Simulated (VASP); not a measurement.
Write the native input for VASP 6.6.1 that does the following.

```yaml
Task: single point
Functional: PBEsol
Potentials_or_basis: VASP PAW PBE potentials, release 64 (Ba_sv, S)
Cutoff: 520 eV
k_mesh: 8 × 8 × 8
Occupations: gaussian, width 0.05 eV
Spin: no spin polarisation
Dipole_correction: no
Further_INCAR_settings: ALGO = Normal; EDIFF = 1e-06; NBANDS = 15
```

The structure of BaS lies in POSCAR:

```
BaS
1.0
    0.0000000000      3.4454213318      3.4454213318
    3.4454213318      0.0000000000      3.4454213318
    3.4454213318      3.4454213318      0.0000000000
Ba S
1 1
Direct
    0.0000000000      0.0000000000      0.0000000000
    0.2500000000      0.2500000000      0.2500000000
```

This cell differs from its parent crystal: volume scaled by 0.980.

These files were run (other wordings do the same):

INCAR

```
ALGO = Normal ; EDIFF = 1E-6
ENCUT = 520 ; GGA = PS
ISIF = 2 ; ISMEAR = 0
LASPH = T ; LCHARG = F
LREAL = F ; LWAVE = F
NBANDS = 15 ; NELM = 80
PREC = Accurate ; SIGMA = 0.05
```

KPOINTS

```
k-points
0
Gamma
  8 8 8
```

Potentials or basis: VASP PAW PBE potentials, release 64 (Ba_sv, S).

Run with:

```sh
$ cat potpaw_PBE.64/Ba_sv/POTCAR potpaw_PBE.64/S/POTCAR > POTCAR
$ mpirun -np 1 vasp_std > vasp.out
```

Results of the run:

* Pressure: 1.2 GPa
* Band gap on the k mesh: 2.71 eV, indirect (least direct gap 3.31 eV)

Caveat: the PAW data sets were made with another functional, which shifts forces and pressure a little; spin-orbit coupling is left out, which moves the levels of the heavy elements.

Run time: 50 s on 1 thread of AMD EPYC 7R13, on a shared host, peak memory 0.19 GiB.
